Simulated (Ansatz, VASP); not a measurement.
## GdO in VASP and in Ansatz

```xyz
2
Lattice="0.0000 2.7000 2.7000 2.7000 0.0000 2.7000 2.7000 2.7000 0.0000" Properties=species:S:1:pos:R:3 pbc="T T T"
Gd    0.0000    0.0000    0.0000
O     4.0500    4.0500    4.0500
```

Alike in both runs: task single point; functional PBE; k mesh 9 × 9 × 9; occupations fermi-dirac, width 0.05 eV; collinear spin.

|  | VASP | Ansatz |
| --- | --- | --- |
| version | VASP 6.6.1 | Ansatz 0.2.0 |
| potentials or method | VASP PAW PBE potentials, release 64 (Gd, O) | Ansatz PAW |
| plane-wave cutoff (eV) | 520 | 420 |
| valence electrons in the cell | 24 | 24 |

|  | VASP | Ansatz | Ansatz less VASP |
| --- | --- | --- | --- |
| gap on the k mesh at the Fermi level (eV) | none | none | - |
| pressure (GPa) | -0.5 | -1.2 | -0.66 |
| net moment per atom (μB) | 3.78 | 3.02 | -0.760 |
| size of the moment on the site where the two differ most (μB) | 6.87 | 6.53 | -0.346 |

The net moments are unlike, so the other rows may belong to different states. Site moments also hang on the region over which each program counts them. A gap of «none» marks a metal or a gap that the smearing closes.

Neither program's run includes spin-orbit coupling.
